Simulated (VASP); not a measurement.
# PbO (Fm-3m) in VASP: single point with PBEsol

Aim: the single point of PbO with PBEsol.

Program: VASP 6.6.1. These are calculated values, not measurements. Logs are shortened: lines on timing, memory, paths and dates and some standing lists are left out, and cuts for length are marked.

## Step 1: The cell of the first run

The structure is cubic, space group Fm-3m (No. 225). Conventional cell: a = 5.213 Å, b = 5.213 Å, c = 5.213 Å, α = 90.00°, β = 90.00°, γ = 90.00°. Pb (site symmetry m-3m) has 6 O at 2.61 Å within 3.4 Å. Within 3.4 Å of O (site symmetry m-3m) lie 6 Pb at 2.61 Å.

## Step 2: Single point, PBEsol

INCAR

```
SYSTEM = PbO
PREC = Accurate
ENCUT = 520
EDIFF = 1E-6
ISMEAR = 0
SIGMA = 0.01
LREAL = .FALSE.
LASPH = .TRUE.
NELM = 100
ALGO = Normal
ISIF = 2
LWAVE = .FALSE.
LCHARG = .TRUE.
GGA = PS
LELF = .TRUE.
LVHAR = .TRUE.
NBANDS = 17
```

KPOINTS

```
Automatic mesh
0
G
  6 6 6
  0 0 0
```

POSCAR

```
PbO
1.0
    0.0000000000      2.6065174968      2.6065174968
    2.6065174968      0.0000000000      2.6065174968
    2.6065174968      2.6065174968      0.0000000000
Pb O
1 1
Direct
    0.0000000000      0.0000000000      0.0000000000
    0.5000000000      0.5000000000      0.5000000000
```

Potentials or basis: VASP PAW PBE potentials, release 64 (Pb_d, O).

The run is started by

```
$ cat potpaw_PBE.64/Pb_d/POTCAR potpaw_PBE.64/O/POTCAR > POTCAR
$ mpirun -np 1 vasp_std > vasp.out
```

OUTCAR:

```text
SYSTEM = PbO
   PREC = Accurate
   ENCUT = 520
   EDIFF = 1E-6
   ISMEAR = 0
   LREAL = .FALSE.
   LASPH = .TRUE.
   NELM = 100
   ISIF = 2
   GGA = PS

 ion  position               nearest neighbor table
   1  0.000  0.000  0.000-   2 2.61   2 2.61   2 2.61   2 2.61   2 2.61   2 2.61
   2  0.500  0.500  0.500-   1 2.61   1 2.61   1 2.61   1 2.61   1 2.61   1 2.61

  LATTYP: Found a face centered cubic cell.
 ALAT       =     5.2130349936

  Lattice vectors:

 A1 = (   0.0000000000,   2.6065174968,   2.6065174968)
 A2 = (   2.6065174968,   0.0000000000,   2.6065174968)
 A3 = (   2.6065174968,   2.6065174968,   0.0000000000)

Analysis of symmetry for initial positions (statically):
=====================================================================
 Subroutine PRICEL returns:
 Original cell was already a primitive cell.

 Routine SETGRP: Setting up the symmetry group for a
 face centered cubic supercell.

 Subroutine GETGRP returns: Found 48 space group operations
 (whereof 48 operations were pure point group operations)
 out of a pool of 48 trial point group operations.

The static configuration has the point symmetry O_h .

Analysis of symmetry for dynamics (positions and initial velocities):
=====================================================================
 Subroutine PRICEL returns:
 Original cell was already a primitive cell.

 Routine SETGRP: Setting up the symmetry group for a
 face centered cubic supercell.

 Subroutine GETGRP returns: Found 48 space group operations
 (whereof 48 operations were pure point group operations)
 out of a pool of 48 trial point group operations.

The dynamic configuration has the point symmetry O_h .

 Subroutine INISYM returns: Found 48 space group operations
 (whereof 48 operations are pure point group operations),
 and found     1 'primitive' translations

----------------------------------------------------------------------------------------

                                     Primitive cell

  volume of cell :      35.4170

  direct lattice vectors                    reciprocal lattice vectors
     0.000000000  2.606517497  2.606517497    -0.191826834  0.191826834  0.191826834
     2.606517497  0.000000000  2.606517497     0.191826834 -0.191826834  0.191826834
     2.606517497  2.606517497  0.000000000     0.191826834  0.191826834 -0.191826834

  length of vectors
     3.686172395  3.686172395  3.686172395     0.332253823  0.332253823  0.332253823

  position of ions in fractional coordinates (direct lattice)
     0.000000000  0.000000000  0.000000000
     0.500000000  0.500000000  0.500000000

  ion indices of the primitive-cell ions
[... 66 lines left out ...]
   EDIFF  = 0.1E-05   stopping-criterion for ELM
   LREAL  =      F    real-space projection
   EDIFFG = 0.1E-04   stopping-criterion for IOM
   NSW    =      0    number of steps for IOM
   IBRION =     -1    ionic relax: 0-MD 1-quasi-New 2-CG
   NFREE  =      0    steps in history (QN), initial steepest desc. (CG)
   ISIF   =      2    stress and relaxation
   ISYM   =      2    0-nonsym 1-usesym 2-fastsym
   POTIM  = 0.5000    time-step for ionic-motion
   TEBEG  =    0.0;   TEEND  =   0.0 temperature during run
   PSTRESS=    0.0 pullay stress
   NELECT =      20.0000    total number of electrons
   NUPDOWN=      -1.0000    fix difference up-down
   EMIN   =  10.00;   EMAX   =-10.00  energy-range for DOS
   EFERMI =   0.00;   METHOD = LEGACY
   ISMEAR =     0;   SIGMA  =   0.01  broadening in eV -4-tet -1-fermi 0-gaus
   EFERMI_NEDOS =   21; number of points for ismear=-14 and -15
   IALGO  =     38    algorithm
   IMIX   =      4    mixing-type and parameters
     AMIX     =   0.40;   BMIX     =  1.00
     AMIX_MAG =   1.60;   BMIX_MAG =  1.00
  volume/ion in A,a.u.               =      17.71       119.50
  Fermi-wavevector in a.u.,A,eV,Ry     =   1.353155  2.557092 24.912651  1.831028
  Thomas-Fermi vector in A             =   2.480434
   LORBIT       =      0    0 simple, 1 ext, 2 COOP (PROOUT), +10 PAW based schemes
   GGA     = PS    functional components
   LHFCALC =     F    Hartree Fock is set to
   AEXX    =    0.0000 exact exchange contribution
   IVDW    =     0    specifies the selected vdW correction
   LEPSILON=     F    determine dielectric tensor
   LRPA    =     F    only Hartree local field effects (RPA)
 non-spin polarized calculation
 Gauss-broadening in eV      SIGMA  =   0.01
  energy-cutoff  :      520.00
  volume of cell :       35.42
 maximum number of plane-waves:       962
   NGX = 13   NGY = 13   NGZ = 13

 number of electron      20.0000001 magnetization

 Free energy of the ion-electron system (eV)
  ---------------------------------------------------
  ext. energy  EPLUGINS =         0.00000000
  ---------------------------------------------------
  free energy    TOTEN  =       -11.09279796 eV

  energy without entropy =      -11.09279796  energy(sigma->0) =      -11.09279796

 E-fermi :   6.2730     XC(G=0): -10.9156

 val. band max:        6.2284290260   @ k =   0.5000   0.0000   0.0000
 cond. band min:       6.8748222336   @ k =   0.5000   0.0000   0.0000
 fundamental gap:      0.6463932076
 Fermi energy:         6.2729575264

 k-point     1 :       0.0000    0.0000    0.0000
  band No.  band energies     occupation
      1     -11.2339      2.00000
      2      -9.8718      2.00000
      3      -9.8718      2.00000
      4      -9.8718      2.00000
      5      -9.7496      2.00000
      6      -9.7496      2.00000
[... 297 lines left out ...]
      4      -9.7224      2.00000
      5      -9.6710      2.00000
      6      -8.8173      2.00000
[... 9 lines left out ...]
     16      22.0253      0.00000
     17      24.5084      0.00000

------------------------ aborting loop because EDIFF is reached ----------------------------------------

  FORCE on cell =-STRESS in cart. coord.  units (eV):
  Direction    XX          YY          ZZ          XY          YZ          ZX
  --------------------------------------------------------------------------------------
  -------------------------------------------------------------------------------------
  Total       -0.4688518     -0.4688518     -0.4688518      0.0000000     -0.0000000      0.0000000
  in kB      -21.2096874    -21.2096874    -21.2096874      0.0000000     -0.0000000      0.0000000
  external PRESSURE =     -21.2096874 kB  Pullay stress =       0.0000000 kB

 VOLUME and BASIS-vectors are now :
 -----------------------------------------------------------------------------
  energy-cutoff  :      520.00
  volume of cell :       35.42
      direct lattice vectors                 reciprocal lattice vectors
     0.000000000  2.606517497  2.606517497    -0.191826834  0.191826834  0.191826834
     2.606517497  0.000000000  2.606517497     0.191826834 -0.191826834  0.191826834
     2.606517497  2.606517497  0.000000000     0.191826834  0.191826834 -0.191826834

 POSITION                                       TOTAL-FORCE (eV/Angst)
 -----------------------------------------------------------------------------------
      0.00000      0.00000      0.00000        -0.000000      0.000000      0.000000
      2.60652      2.60652      2.60652         0.000000     -0.000000     -0.000000
 -----------------------------------------------------------------------------------
    total drift:                                0.000000      0.000000      0.000000

  FREE ENERGIE OF THE ION-ELECTRON SYSTEM (eV)
  ---------------------------------------------------
  free  energy   TOTEN  =       -11.0927979630 eV

  energy  without entropy=      -11.0927979630  energy(sigma->0) =      -11.09279796
```

Wall time 10 s (1 thread of Intel Xeon Platinum 8259CL at 2.50GHz (Skylake/Cascade Lake), shared host); peak memory 0.16 GiB.

What came out:

* Free energy: -11.0928 eV
* Pressure: -2.1 GPa
* Band gap on the k mesh: 0.65 eV, direct

Caveat: the PAW data sets were made with another functional, which shifts forces and pressure a little; spin-orbit coupling is left out, which moves the levels of the heavy elements. A k mesh can miss the band edges.
